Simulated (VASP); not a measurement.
A run of VASP 6.6.1:

INCAR

```
SYSTEM = Ta
PREC = Accurate
ENCUT = 520
EDIFF = 1E-7
ISMEAR = -1
SIGMA = 0.08
LREAL = .False.
LASPH = .True.
NELM = 100
ALGO = Normal
ISIF = 2
LWAVE = .False.
LCHARG = .False.
GGA = PS
NBANDS = 12
```

Contents of KPOINTS:

```
regular mesh
0
Gamma
  17 17 17
  0 0 0
```

The input POSCAR:

```
Ta
1.0
   -1.6676303703      1.6676303703      1.6676303703
    1.6676303703     -1.6676303703      1.6676303703
    1.6676303703      1.6676303703     -1.6676303703
Ta
1
Direct
    0.0000000000      0.0000000000      0.0000000000
```

Potentials or basis: VASP PAW PBE potentials, release 64 (Ta_pv).

The run is started by

```bash
$ cat potpaw_PBE.64/Ta_pv/POTCAR > POTCAR
$ mpirun -np 1 vasp_std > vasp.out
```

Hardware: 1 thread of Intel(R) Xeon(R) Platinum 8488C (Sapphire Rapids), on a shared host.

Question: How long does it take, and how much memory?

Answer: Wall time 16 s on 1 thread of Intel(R) Xeon(R) Platinum 8488C (Sapphire Rapids) (shared host), peak memory 0.16 GiB. Counts: scf iterations 11, k points 165.
